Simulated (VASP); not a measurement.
# Pd in VASP: notebook

Pd is run at these levels: r2SCAN; tasks: single point, relaxation of cell and atoms.

Program: VASP 6.6.1. These are calculated values, not measurements. Logs are shortened: lines on timing, memory, paths and dates and some standing lists are left out, and cuts for length are marked.

**1. The cell of the first run**

The typed cell holds 2 atoms: a = 2.764 Å, b = 2.764 Å, c = 3.908 Å, α = 90.00°, β = 90.00°, γ = 90.00°.

**2. Single point, r2SCAN, collinear spin**

Contents of POSCAR:

```
Pd
1.0
    2.7643201079      0.0000000000      0.0000000000
    0.0000000000      2.7643201079      0.0000000000
    0.0000000000      0.0000000000      3.9079251210
Pd
2
Direct
    0.0000000000      0.0000000000      0.0000000000
    0.5000000000      0.5000000000      0.5000000000
```

Contents of INCAR.step1:

```
SYSTEM = Pd
PREC = Accurate
ENCUT = 520
ISMEAR = -1
SIGMA = 0.05
LREAL = .False.
LASPH = .True.
NELM = 150
ISPIN = 2
MAGMOM = 0.5 -0.5
LMAXMIX = 4
NBANDS = 21
GGA = PE
ALGO = Normal
EDIFF = 1E-4
LWAVE = .True.
LCHARG = .False.
```

Contents of INCAR.step2:

```
SYSTEM = Pd
PREC = Accurate
ENCUT = 520
EDIFF = 1E-6
ISMEAR = -1
SIGMA = 0.05
LREAL = .False.
LASPH = .True.
NELM = 150
ALGO = Normal
ISIF = 2
LWAVE = .False.
LCHARG = .True.
ISPIN = 2
MAGMOM = 0.5 -0.5
LORBIT = 11
LMAXMIX = 4
METAGGA = R2SCAN
LMIXTAU = .True.
LELF = .True.
LVHAR = .True.
NBANDS = 21
ISTART = 1
```

Contents of KPOINTS:

```
Automatic mesh
0
Gamma
  11 11 8
  0 0 0
```

Potentials or basis: VASP PAW PBE potentials, release 64 (Pd).

On the command line:

```sh
cat potpaw_PBE.64/Pd/POTCAR > POTCAR
cp INCAR.step1 INCAR
mpirun -np 1 vasp_std > vasp.out
cp INCAR.step2 INCAR
mpirun -np 1 vasp_std > vasp.out
```

OUTCAR:

```text
SYSTEM = Pd
   PREC = Accurate
   ENCUT = 520
   EDIFF = 1E-6
   ISMEAR = -1
   LREAL = .False.
   LASPH = .True.
   NELM = 150
   ISIF = 2
   ISPIN = 2
   LORBIT = 11
   METAGGA = R2SCAN
   ISTART = 1

 ion  position               nearest neighbor table
   1  0.000  0.000  0.000-   2 2.76   2 2.76   2 2.76   2 2.76   2 2.76   2 2.76   2 2.76   2 2.76

   2  0.500  0.500  0.500-   1 2.76   1 2.76   1 2.76   1 2.76   1 2.76   1 2.76   1 2.76   1 2.76

  LATTYP: Found a simple tetragonal cell.
 ALAT       =     2.7643201079
 C/A-ratio  =     1.4137020925

  Lattice vectors:

 A1 = (   2.7643201079,   0.0000000000,   0.0000000000)
 A2 = (   0.0000000000,   2.7643201079,   0.0000000000)
 A3 = (   0.0000000000,   0.0000000000,   3.9079251210)

Analysis of symmetry for initial positions (statically):
=====================================================================
 Subroutine PRICEL returns following result:

  LATTYP: Found a body centered tetragonal cell.
 ALAT       =     2.7643201079
 C/A-ratio  =     1.4137020925

  Lattice vectors:

 A1 = (  -1.3821600540,  -1.3821600540,  -1.9539625605)
 A2 = (   1.3821600540,   1.3821600540,  -1.9539625605)
 A3 = (   1.3821600540,  -1.3821600540,   1.9539625605)

   2 primitive cells build up your supercell.

 Routine SETGRP: Setting up the symmetry group for a
 simple tetragonal supercell.

 Subroutine GETGRP returns: Found 16 space group operations
 (whereof 16 operations were pure point group operations)
 out of a pool of 16 trial point group operations.

The static configuration has the point symmetry D_4h.

Analysis of symmetry for dynamics (positions and initial velocities):
=====================================================================
 Subroutine PRICEL returns following result:

  LATTYP: Found a body centered tetragonal cell.
 ALAT       =     2.7643201079
 C/A-ratio  =     1.4137020925

  Lattice vectors:

 A1 = (  -1.3821600540,  -1.3821600540,  -1.9539625605)
 A2 = (   1.3821600540,   1.3821600540,  -1.9539625605)
 A3 = (   1.3821600540,  -1.3821600540,   1.9539625605)

   2 primitive cells build up your supercell.

 Routine SETGRP: Setting up the symmetry group for a
 simple tetragonal supercell.

 Subroutine GETGRP returns: Found 16 space group operations
 (whereof 16 operations were pure point group operations)
 out of a pool of 16 trial point group operations.

The dynamic configuration has the point symmetry D_4h.

Analysis of structural, dynamic, and magnetic symmetry:
=====================================================================
 Subroutine PRICEL returns following result:

  LATTYP: Found a body centered tetragonal cell.
 ALAT       =     2.7643201079
 C/A-ratio  =     1.4137020925

  Lattice vectors:

 A1 = (  -1.3821600540,  -1.3821600540,  -1.9539625605)
 A2 = (   1.3821600540,   1.3821600540,  -1.9539625605)
 A3 = (   1.3821600540,  -1.3821600540,   1.9539625605)

   2 primitive cells build up your supercell.

 Routine SETGRP: Setting up the symmetry group for a
 simple tetragonal supercell.

 Subroutine GETGRP returns: Found 16 space group operations
 (whereof 16 operations were pure point group operations)
 out of a pool of 16 trial point group operations.

The overall configuration has the point symmetry D_4h.

 Subroutine INISYM returns: Found 16 space group operations
 (whereof 16 operations are pure point group operations),
 and found     2 'primitive' translations

----------------------------------------------------------------------------------------

                                     Primitive cell

  volume of cell :      14.9311

  direct lattice vectors                    reciprocal lattice vectors
    -1.382160054 -1.382160054 -1.953962561     0.000000000 -0.361752605 -0.255890266
     1.382160054  1.382160054 -1.953962560     0.361752605  0.000000000 -0.255890266
     1.382160054 -1.382160054  1.953962561     0.361752605 -0.361752605  0.000000000

  length of vectors
     2.763820276  2.763820276  2.763820276     0.443108086  0.443108086  0.511595440

  position of ions in fractional coordinates (direct lattice)
     0.000000000  0.000000000  0.000000000

  ion indices of the primitive-cell ions
   primitive index   ion index
                 1           1

----------------------------------------------------------------------------------------

 KPOINTS: Automatic mesh

Automatic generation of k-mesh.
 Grid dimensions read from file:
 generate k-points for:   11   11    8

 Generating k-lattice:

  Cartesian coordinates                     Fractional coordinates (reciprocal lattice)
     0.032886600  0.000000000  0.000000000     0.090909091  0.000000000  0.000000000
     0.000000000  0.032886600  0.000000000     0.000000000  0.090909091  0.000000000
     0.000000000  0.000000000  0.031986283     0.000000000  0.000000000  0.125000000

  Length of vectors
     0.032886600  0.032886600  0.031986283

  Shift w.r.t. Gamma in fractional coordinates (k-lattice)
     0.000000000  0.000000000  0.000000000

 Subroutine IBZKPT returns following result:
 ===========================================

 Found    105 irreducible k-points:

 Following reciprocal coordinates:
            Coordinates               Weight
  0.000000  0.000000  0.000000      1.000000
  0.090909  0.000000  0.000000      4.000000
  0.181818  0.000000  0.000000      4.000000
  0.272727  0.000000  0.000000      4.000000
  0.363636  0.000000  0.000000      4.000000
  0.454545  0.000000  0.000000      4.000000
[... 16 lines left out ...]
  0.090909  0.000000  0.125000      8.000000
  0.181818  0.000000  0.125000      8.000000
 [... further k-points ...]
   k-points           NKPTS =    105   k-points in BZ     NKDIM =    105   number of bands    NBANDS=     21
   number of dos      NEDOS =    301   number of ions     NIONS =      2
   total plane-waves  NPLWV =  17280
   dimension x,y,z NGX =    24 NGY =   24 NGZ =   30
   dimension x,y,z NGXF=    48 NGYF=   48 NGZF=   60
   ions per type =               2
   NGX,Y,Z   is equivalent  to a cutoff of  14.43, 14.43, 12.76 a.u.
   NGXF,Y,Z  is equivalent  to a cutoff of  28.87, 28.87, 25.52 a.u.
 SYSTEM =  Pd
   PREC   = accura    normal or accurate (medium, high low for compatibility)
   ISTART =      1    job   : 0-new  1-cont  2-samecut
   ICHARG =      0    charge: 1-file 2-atom 10-const
   ISPIN  =      2    spin polarized calculation?
   LNONCOLLINEAR =      F non collinear calculations
   LSORBIT =      F    spin-orbit coupling
   LASPH  =      T    aspherical Exc in radial PAW
   ENCUT  =  520.0 eV  38.22 Ry    6.18 a.u.   5.14  5.14  7.27*2*pi/ulx,y,z
   NELM   =    150;   NELMIN=  2; NELMDL=  0     # of ELM steps
   EDIFF  = 0.1E-05   stopping-criterion for ELM
   LREAL  =      F    real-space projection
[... 7 lines left out ...]
   TEBEG  =    0.0;   TEEND  =   0.0 temperature during run
   PSTRESS=    0.0 pullay stress
   NELECT =      20.0000    total number of electrons
   NUPDOWN=      -1.0000    fix difference up-down
   EMIN   =  10.00;   EMAX   =-10.00  energy-range for DOS
   EFERMI =   0.00;   METHOD = LEGACY
   ISMEAR =    -1;   SIGMA  =   0.05  broadening in eV -4-tet -1-fermi 0-gaus
   EFERMI_NEDOS =   21; number of points for ismear=-14 and -15
   IALGO  =     38    algorithm
   IMIX   =      4    mixing-type and parameters
     AMIX     =   0.40;   BMIX     =  1.00
     AMIX_MAG =   1.60;   BMIX_MAG =  1.00
  volume/ion in A,a.u.               =      14.93       100.76
  Fermi-wavevector in a.u.,A,eV,Ry     =   1.432333  2.706716 27.913394  2.051577
  Thomas-Fermi vector in A             =   2.551972
   LORBIT       =     11    0 simple, 1 ext, 2 COOP (PROOUT), +10 PAW based schemes
   METAGGA = R2SCAN    functional components
   LHFCALC =     F    Hartree Fock is set to
   AEXX    =    0.0000 exact exchange contribution
   IVDW    =     0    specifies the selected vdW correction
   LEPSILON=     F    determine dielectric tensor
   LRPA    =     F    only Hartree local field effects (RPA)
 spin polarized calculation
  energy-cutoff  :      520.00
  volume of cell :       29.86
 maximum number of plane-waves:       830
 NGX is ok and might be reduce to    24

 number of electron      20.0000006 magnetization       0.0000000

 number of electron      20.0000006 magnetization      -0.0000000

 Free energy of the ion-electron system (eV)
  ---------------------------------------------------
  ext. energy  EPLUGINS =         0.00000000
  ---------------------------------------------------
  free energy    TOTEN  =       -45.90329527 eV

  energy without entropy =      -45.86583459  energy(sigma->0) =      -45.88456493

 E-fermi :   9.4240     XC(G=0): -14.0402

 val. band max:        9.4078765735   @ k =   0.4545   0.1818   0.2500
 cond. band min:       9.4257356653   @ k =   0.4545   0.3636   0.2500
 fundamental gap:      0.0178590919
 Fermi energy:         9.4239831651

 spin component 1

 k-point     1 :       0.0000    0.0000    0.0000
  band No.  band energies     occupation
      1       2.3133      1.00000
      2       3.9727      1.00000
      3       4.2459      1.00000
      4       6.5470      1.00000
      5       6.5470      1.00000
      6       6.5526      1.00000
[... 550 lines left out ...]
      5       6.8069      1.00000
      6       6.8237      1.00000
[... 13 lines left out ...]
     20      32.0114      0.00000
     21      32.7831      0.00000

 [... further k-points ...]

 spin component 2

 k-point     1 :       0.0000    0.0000    0.0000
  band No.  band energies     occupation
      1       2.3133      1.00000
      2       3.9727      1.00000
      3       4.2459      1.00000
      4       6.5470      1.00000
      5       6.5470      1.00000
      6       6.5526      1.00000
[... 550 lines left out ...]
      5       6.8069      1.00000
      6       6.8237      1.00000
[... 13 lines left out ...]
     20      32.0114      0.00000
     21      32.7831      0.00000

 [... further k-points ...]

------------------------ aborting loop because EDIFF is reached ----------------------------------------

  FORCE on cell =-STRESS in cart. coord.  units (eV):
  Direction    XX          YY          ZZ          XY          YZ          ZX
  --------------------------------------------------------------------------------------
  -------------------------------------------------------------------------------------
  Total        0.1327189      0.1327189      0.1210890      0.0000000      0.0000000     -0.0000000
  in kB        7.1206658      7.1206658      6.4966921      0.0000000      0.0000000     -0.0000000
  external PRESSURE =       6.9126746 kB  Pullay stress =       0.0000000 kB

 VOLUME and BASIS-vectors are now :
 -----------------------------------------------------------------------------
  energy-cutoff  :      520.00
  volume of cell :       29.86
      direct lattice vectors                 reciprocal lattice vectors
     2.764320108  0.000000000  0.000000000     0.361752605  0.000000000  0.000000000
     0.000000000  2.764320108  0.000000000     0.000000000  0.361752605  0.000000000
     0.000000000  0.000000000  3.907925121     0.000000000  0.000000000  0.255890266

 POSITION                                       TOTAL-FORCE (eV/Angst)
 -----------------------------------------------------------------------------------
      0.00000      0.00000      0.00000        -0.000000     -0.000000      0.000000
      1.38216      1.38216      1.95396         0.000000      0.000000     -0.000000
 -----------------------------------------------------------------------------------
    total drift:                                0.000000      0.000000     -0.000000

  FREE ENERGIE OF THE ION-ELECTRON SYSTEM (eV)
  ---------------------------------------------------
  free  energy   TOTEN  =       -45.9032952658 eV

  energy  without entropy=      -45.8658345874  energy(sigma->0) =      -45.88456493

 total charge

# of ion       s       p       d       tot
------------------------------------------
    1        0.507   0.449   8.500   9.457
    2        0.507   0.449   8.500   9.457
--------------------------------------------------
tot          1.015   0.898  17.000  18.913

 magnetization (x)

# of ion       s       p       d       tot
------------------------------------------
    1       -0.000  -0.000  -0.000  -0.000
    2        0.000   0.000   0.000   0.000
--------------------------------------------------
tot          0.000   0.000   0.000   0.000
```

It took 6.3 min on 1 thread of Intel Xeon 8259CL, shared host; peak memory 0.23 GiB.

Results:

```yaml
Free_energy: -45.9033 eV
Pressure: 0.7 GPa
Band_gap_on_the_k_mesh: zero (filled and empty bands overlap)
Net_moment: 0.00 μB per cell
Valence_electrons_inside_the_program's_atomic_spheres: Pd 9.46
```

Caveat: the PAW data sets were made with another functional, which shifts forces and pressure a little.

**3. Single point, r2SCAN, collinear spin**

This run uses another cell than the first one: it holds 1 atom, not 2.

Contents of POSCAR:

```
Pd
1.0
    0.0000000000      1.9567730078      1.9567730078
    1.9567730078      0.0000000000      1.9567730078
    1.9567730078      1.9567730078      0.0000000000
Pd
1
Direct
    0.0000000000      0.0000000000      0.0000000000
```

Contents of INCAR.step1:

```
PREC     = Accurate       # precision mode
ENCUT    = 520            # plane-wave cutoff, eV
ISMEAR   = -1             # smearing method
SIGMA    = 0.05           # smearing width, eV
LREAL    = False          # projectors in reciprocal space
LASPH    = True           # aspherical terms in the spheres
NELM     = 150            # most SCF steps
ISPIN    = 2              # spin polarisation
MAGMOM   = 0.491          # initial moments
LMAXMIX  = 4              # l up to which the mixer works
NBANDS   = 15             # bands
GGA      = PE             # functional
ALGO     = Normal         # electronic algorithm
EDIFF    = 1E-4           # SCF threshold, eV
LWAVE    = True           # write WAVECAR
LCHARG   = False          # write CHGCAR
```

Contents of INCAR.step2:

```
PREC     = Accurate       # precision mode
ENCUT    = 520            # plane-wave cutoff, eV
EDIFF    = 1E-7           # SCF threshold, eV
ISMEAR   = -1             # smearing method
SIGMA    = 0.05           # smearing width, eV
LREAL    = False          # projectors in reciprocal space
LASPH    = True           # aspherical terms in the spheres
NELM     = 150            # most SCF steps
ALGO     = Normal         # electronic algorithm
ISIF     = 2              # what is computed and relaxed
LWAVE    = False          # write WAVECAR
LCHARG   = True           # write CHGCAR
ISPIN    = 2              # spin polarisation
MAGMOM   = 0.491          # initial moments
LORBIT   = 11             # projections on sites
LMAXMIX  = 4              # l up to which the mixer works
METAGGA  = R2SCAN         # meta-GGA
LMIXTAU  = True         
LELF     = True           # ELF
LVHAR    = True         
NBANDS   = 15             # bands
ISTART   = 1
```

Contents of KPOINTS:

```
regular mesh
0
Gamma
  23 23 23
```

Potentials or basis: VASP PAW PBE potentials, release 64 (Pd).

On the command line:

```sh
cat potpaw_PBE.64/Pd/POTCAR > POTCAR
cp INCAR.step1 INCAR
mpirun -np 1 vasp_std > vasp.out
cp INCAR.step2 INCAR
mpirun -np 1 vasp_std > vasp.out
```

Wall time 3.8 min (1 thread of Intel Xeon 6975P-C (Granite Rapids), shared host); peak memory 0.25 GiB.

It converged, with:

| Property | Result |
| --- | --- |
| Free energy | -22.9655 eV |
| Pressure | 0.5 GPa |
| Net moment | 0.42 μB per cell |
| Site moments | Pd +0.42 μB |
| Valence electrons inside the program's atomic spheres | Pd 9.45 |

Levels at points of the mesh, in eV from the Fermi level:
Spin up:
```tsv
k point	band 1	band 2	band 3	band 4	band 5	band 6	band 7	band 8	band 9	band 10
(0.00, 0.00, 0.00)	-7.14	-3.18	-3.18	-3.18	-1.53	-1.53	17.93	21.86	22.82	22.82
```
Spin down:
| k point | band 1 | band 2 | band 3 | band 4 | band 5 | band 6 | band 7 | band 8 | band 9 | band 10 |
| --- | --- | --- | --- | --- | --- | --- | --- | --- | --- | --- |
| (0.00, 0.00, 0.00) | -7.17 | -2.69 | -2.69 | -2.69 | -1.20 | -1.20 | 17.91 | 22.81 | 22.81 | 22.81 |

Caveat: the PAW data sets were made with another functional, which shifts forces and pressure a little.

**4. Relaxation of cell and atoms, r2SCAN, collinear spin**

This run uses another cell than the first one: it holds 1 atom, not 2.

Contents of POSCAR:

```
Pd
1.0
    0.0000000000      1.9449000000      1.9449000000
    1.9449000000      0.0000000000      1.9449000000
    1.9449000000      1.9449000000      0.0000000000
Pd
1
Direct
    0.0000000000      0.0000000000      0.0000000000
```

Contents of INCAR.step1:

```
ALGO = Normal ; EDIFF = 1E-4
ENCUT = 600 ; GGA = PE
ISMEAR = -1 ; ISPIN = 2
LASPH = True ; LCHARG = False
LMAXMIX = 4 ; LREAL = False
LWAVE = True ; MAGMOM = 0.5
NELM = 150 ; PREC = Accurate
SIGMA = 0.05
```

Contents of INCAR.step2:

```
ALGO = Normal ; EDIFF = 1E-6
EDIFFG = -0.01 ; ENCUT = 600
IBRION = 2 ; ISIF = 3
ISMEAR = -1 ; ISPIN = 2
ISTART = 1 ; LASPH = True
LCHARG = False ; LMAXMIX = 4
LMIXTAU = True ; LORBIT = 11
LREAL = False ; LWAVE = False
MAGMOM = 0.5 ; METAGGA = R2SCAN
NELM = 150 ; NSW = 80
PREC = Accurate ; SIGMA = 0.05
```

Contents of KPOINTS:

```
k-points
0
Gamma
  14 14 14
```

On the command line:

```sh
cat potpaw_PBE.64/Pd/POTCAR > POTCAR
cp INCAR.step1 INCAR
mpirun -np 1 vasp_std > vasp.out
cp INCAR.step2 INCAR
mpirun -np 1 vasp_std > vasp.out
```

Wall time 93 s (1 thread of Intel Xeon 6975P-C (Granite Rapids), shared host); peak memory 0.18 GiB.

It converged, with:

```
Free energy                                           : -22.9634 eV
Relaxed volume                                        : 15.04 Å³/atom
Relaxed cell                                          : a = 2.771 Å, b = 2.771 Å, c = 2.771 Å, α = 60.00°, β = 60.00°, γ = 60.00°
Space group after relaxing (to 0.1 Å)                 : Fm-3m (No. 225)
Energy gained by relaxing                             : 4.2 meV/atom
Ionic steps                                           : 3
Pressure after relaxing                               : 0.0 GPa
Net moment                                            : 0.48 μB per cell
Site moments                                          : Pd +0.48 μB
Valence electrons inside the program's atomic spheres : Pd 9.44
```

Step by step:
| step | energy change (eV) | largest force (eV/Å) | pressure (GPa) | volume (Å³) |
| --- | --- | --- | --- | --- |
| 1 | 0.0000 | 0.0000 | 4.27 | 14.71 |
| 2 | 0.0057 | 0.0000 | -5.98 | 15.56 |
| 3 | -0.0042 | 0.0000 | 0.00 | 15.04 |

Final structure:
```
Pd
1.0
     0.00000    1.95936    1.95936
     1.95936    0.00000    1.95936
     1.95936    1.95936    0.00000
Pd
1
Direct
  0.00000 0.00000 0.00000
```

Levels at points of the mesh, in eV from the Fermi level:
Spin up:
```
           k point  band 3  band 4  band 5  band 6  band 7  band 8
(0.00, 0.00, 0.00)   -3.21   -3.21   -1.57   -1.57   17.89   21.77
(0.50, 0.00, 0.00)   -3.22   -0.42   -0.42    1.24    7.27   17.29
(0.50, 0.50, 0.00)   -0.41   -0.14   -0.14    3.55   10.88   13.68
```
Spin down:
```tsv
k point	band 2	band 3	band 4	band 5	band 6	band 7	band 8	band 9
(0.00, 0.00, 0.00)	-2.67	-2.67	-2.67	-1.20	-1.20	17.89	22.77	22.77
(0.50, 0.00, 0.00)	-2.81	-2.81	0.12	0.12	1.20	7.61	17.27	21.88
(0.50, 0.50, 0.00)	-4.99	-0.02	0.51	0.51	3.54	11.09	13.73	13.73
```

Caveat: the PAW data sets were made with another functional, which shifts forces and pressure a little.

**5. Summary**

```csv
task,cell,k mesh,cutoff (eV),gap on the mesh (eV),pressure (GPa),moment (μB)
single point,"a = 2.764, b = 2.764, c = 3.908 Å, 2 atoms, atomic positions A",11 × 11 × 8,520,none,0.7,0.00
single point,"a = 2.767 Å, angles 60.0°, 1 atom, atomic positions B",23 × 23 × 23,520,none,0.5,0.42
relaxation of cell and atoms,"relaxed from a = 2.751 Å, angles 60.0°, 1 atom, atomic positions B",14 × 14 × 14,600,none,0.0,0.48
```

Alike in all rows: level r2SCAN; potentials or basis VASP PAW PBE potentials, release 64 (Pd); spin collinear; smearing fermi-dirac 0.05 eV.

Caveats: the PAW data sets were made with another functional, which shifts forces and pressure a little.

Total energies depend on the potentials used, so only differences within one code and one set of settings carry meaning.
